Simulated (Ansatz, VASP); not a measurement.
# One calculation of BiAs, two programs

```
Bi As
1.0
     5.03523    0.00000    0.00000
    -2.51762    4.36064    0.00000
     0.00000    0.00000    6.49770
Bi As
2 2
Cartesian
  0.0000 2.9071 -0.1778
  2.5176 1.4535 3.0711
  0.0000 2.9071 2.6209
  2.5176 1.4535 5.8697
```

Alike in both runs: task electric field gradients; functional PBE; k mesh 10 × 10 × 6; occupations fermi-dirac, width 0.05 eV; no spin polarisation.

```csv
,VASP,Ansatz
version,VASP 6.6.1,Ansatz 0.2.0
potentials or method,"VASP PAW PBE potentials, release 64 (Bi_d, As)","PAW with Ansatz's default frozen-core files, scalar-relativistic"
plane-wave cutoff (eV),520,420
valence electrons in the cell,40,60
```

```tsv
	VASP	Ansatz	Ansatz less VASP
pressure (GPa)	0.0	0.0	-0.01
rms of the force components (eV/Å)	0.005	0.000	-0.0045
size of Vzz on the site where it differs most (V/Å²)	45.4	44.0	-1.35
```

Atom by atom the forces differ by 0.005 eV/Å (rms over components). The functional is the same, so the differences come from potentials, cutoffs and numerics. VASP's potentials hold 40 valence electrons a cell and Ansatz's 60, so a difference there can come from the potentials and not from the codes.

Neither program's run includes spin-orbit coupling.
